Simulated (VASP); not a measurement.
ZnO, 4 atoms in the cell. Symmetry: P6_3/mmc, No. 194, hexagonal system. Conventional cell: a = 3.239 Å, b = 3.239 Å, c = 7.023 Å, α = 90.00°, β = 90.00°, γ = 120.00°. Zn (site symmetry -6m2) has 3 O at 1.87 Å within 2.5 Å. Within 2.5 Å of O (site symmetry -6m2) lie 3 Zn at 1.87 Å.  This cell differs from its parent crystal: strain -0.015 along x and y, -0.015 along z.

- Program: VASP 6.6.1
- Task: single point
- Functional: LDA
- Potentials or basis: VASP PAW LDA potentials, release 64 (Zn, O)
- Cutoff: 520 eV
- k mesh: 9 × 9 × 4
- Occupations: gaussian, width 0.05 eV
- Spin: no spin polarisation
- Dipole correction: no
- Further INCAR settings: ALGO = Normal; EDIFF = 1e-06; NBANDS = 26

Potentials or basis: VASP PAW LDA potentials, release 64 (Zn, O).

Launch:

```bash
$ cat potpaw_LDA.64/Zn/POTCAR potpaw_LDA.64/O/POTCAR > POTCAR
$ mpirun -np 1 vasp_std > vasp.out
```

Hardware: 1 thread of Intel Xeon 8259CL (shared host).

Q: How long does it take, and how much memory?

A: It took 55 s on 1 thread of Intel Xeon 8259CL, with other jobs on the host, peak memory 0.18 GiB. Counts: scf iterations 15, k points 36.
